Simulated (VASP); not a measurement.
# GaIr3: single point with PBE

The system is GaIr3.

```xyz
4
Lattice="2.7823 -3.7717 0.0000 2.7823 3.7717 0.0000 0.0000 0.0000 2.7686" Properties=species:S:1:pos:R:3 pbc="T T T"
Ga    0.0000    0.0000    0.0000
Ir    2.7823    0.0000    0.0000
Ir    1.3911    1.8858    1.3843
Ir    1.3911   -1.8858    1.3843
```

```json
{
 "Program": "VASP 6.6.1",
 "Task": "single point",
 "Functional": "PBE",
 "Potentials or basis": "VASP PAW PBE potentials, release 64 (Ga_d, Ir)",
 "Cutoff": "500 eV",
 "k mesh": "10 × 10 × 16",
 "Occupations": "fermi-dirac, width 0.15 eV",
 "Spin": "no spin polarisation",
 "Dipole correction": "no",
 "Further INCAR settings": "ALGO = Normal; EDIFF = 1e-06; NBANDS = 28"
}
```

```
Pressure               : 0.4 GPa
Band gap on the k mesh : zero (bands 20 and 21 overlap by 2.48 eV)
```

Levels at points of the mesh, in eV from the Fermi level:
```csv
k point,band 16,band 17,band 18,band 19,band 20,band 21,band 22,band 23,band 24,band 25
"(0.00, 0.00, 0.00)",-1.77,-1.22,-1.04,-0.36,0.10,1.35,1.47,1.57,1.65,3.64
"(0.50, 0.00, 0.00)",-2.67,-1.63,-1.11,-0.76,-0.52,-0.31,1.10,1.51,2.81,5.40
"(0.50, 0.50, 0.00)",-1.85,-1.50,-1.47,-1.37,-1.23,-1.15,-0.78,0.21,2.64,8.47
"(0.00, 0.00, 0.50)",-2.65,-1.93,-1.05,-0.72,0.53,1.76,2.66,4.52,5.43,6.38
"(0.50, 0.00, 0.50)",-2.07,-1.38,-1.29,-0.16,1.32,1.45,2.47,3.01,3.24,5.10
"(0.50, 0.50, 0.50)",-1.29,-1.00,0.01,1.07,1.17,1.37,1.44,1.75,1.82,2.98
```

Wall time 3.8 min on 1 thread of AMD EPYC 9R45 96-Core Processor (Zen 5), with other jobs on the host, peak memory 0.44 GiB.

Caveat: spin-orbit coupling is left out, which moves the levels of the heavy elements.
